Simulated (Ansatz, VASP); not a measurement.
TePb in VASP and in Ansatz

```
CELL_PARAMETERS angstrom
0.00000 3.22700 3.22700
3.22700 0.00000 3.22700
3.22700 3.22700 0.00000
ATOMIC_POSITIONS crystal
Te 0.50000 0.50000 0.50000
Pb 0.00000 0.00000 0.00000
```

Alike in both runs: task electric field gradients; functional PBE; k mesh 10 × 10 × 10; occupations fermi-dirac, width 0.03 eV; no spin polarisation.

|  | VASP | Ansatz |
| --- | --- | --- |
| version | VASP 6.6.1 | Ansatz 0.2.0 |
| potentials or method | VASP PAW PBE potentials, release 64 (Te, Pb_d), cutoff 520 eV | all-electron PAW with datasets made for the crystal, scalar-relativistic |

|  | VASP | Ansatz | Ansatz less VASP |
| --- | --- | --- | --- |
| pressure (GPa) | 2.3 | 2.3 | +0.05 |

Ansatz ran all-electron here, and VASP with PAW potentials.

Neither program's run includes spin-orbit coupling.
